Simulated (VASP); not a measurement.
A run of VASP 6.6.1 is set up as follows.

INCAR

```
PREC = Accurate
ENCUT = 520
EDIFF = 1E-7
ISMEAR = 0
SIGMA = 0.1
LREAL = False
LASPH = True
NELM = 80
ALGO = Normal
ISIF = 2
LWAVE = False
LCHARG = True
GGA = PE
LELF = True
LVHAR = True
NBANDS = 21
```

File KPOINTS:

```
Automatic mesh
0
Gamma
  12 12 10
```

Contents of POSCAR:

```
BeZnTeO
1.0
    3.7951038234      0.0000000000      0.0000000000
   -1.8975519117      3.2866563211      0.0000000000
    0.0000000000      0.0000000000      5.3186076159
Be Zn Te O
1 1 1 1
Direct
    0.6666666667      0.3333333333      0.5000000000
    0.0000000000      0.0000000000      0.5000000000
    0.6666666667      0.3333333333      0.0000000000
    0.3333333333      0.6666666667      0.5000000000
```

Potentials or basis: VASP PAW PBE potentials, release 64 (Be, Zn, Te, O).

Command:

```sh
$ cat potpaw_PBE.64/Be/POTCAR potpaw_PBE.64/Zn/POTCAR potpaw_PBE.64/Te/POTCAR potpaw_PBE.64/O/POTCAR > POTCAR
$ mpirun -np 1 vasp_std > vasp.out
```

**Question.** Predict the pressure.

**Answer.** 0.2 GPa.

**Question.** Estimate the band gap on the k mesh.

**Answer.** Zero (band 13 reaches 5.84 eV, above the bottom of band 14 at 4.58 eV).

Stress tensor (GPa, compression positive):
```
 0.28  0.00  0.00
 0.00  0.28  0.00
 0.00  0.00 -0.04
```

Caveat: spin-orbit coupling is left out, which moves the levels of the heavy elements.
